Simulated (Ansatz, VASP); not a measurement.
TiAl3: VASP beside Ansatz

```xyz
4
Lattice="-1.8853 1.8853 4.3762 1.8853 -1.8853 4.3762 1.8853 1.8853 -4.3762" Properties=species:S:1:pos:R:3 pbc="T T T"
Ti    0.0000    0.0000    0.0000
Al    0.0000    0.0000    4.3762
Al   -0.0744    1.8853    2.1881
Al    1.9598    0.0000    2.1881
```

Change from the starting cell: mode 9 frozen in at -0.075 Å, strain +e along z and -e/2 along x and y +0.0233.

Alike in both runs: task single point; functional PBEsol; k mesh 14 × 14 × 14; occupations gaussian, width 0.15 eV; no spin polarisation.

```csv
,VASP,Ansatz
version,VASP 6.6.1,Ansatz 0.2.0
potentials or method,"VASP PAW PBE potentials, release 64 (Ti_sv, Al), cutoff 520 eV","scalar-relativistic, plane waves, PAW"
valence electrons in the cell,21,21
```

```csv
,VASP,Ansatz,Ansatz less VASP
gap on the k mesh at the Fermi level (eV),none,none,-
pressure (GPa),0.9,0.8,-0.14
"traceless stress, the component that is largest in VASP (GPa)",-4.95,-4.93,+0.025
rms of the force components (eV/Å),0.394,0.392,-0.0023
```

VASP's potentials were made for PBE, not for PBEsol, and Ansatz warns of the same on its side. Atom by atom the forces differ by 0.002 eV/Å (rms over components). A gap of «none» marks a metal or a gap that the smearing closes. The functional is the same, so the differences come from potentials, cutoffs and numerics.
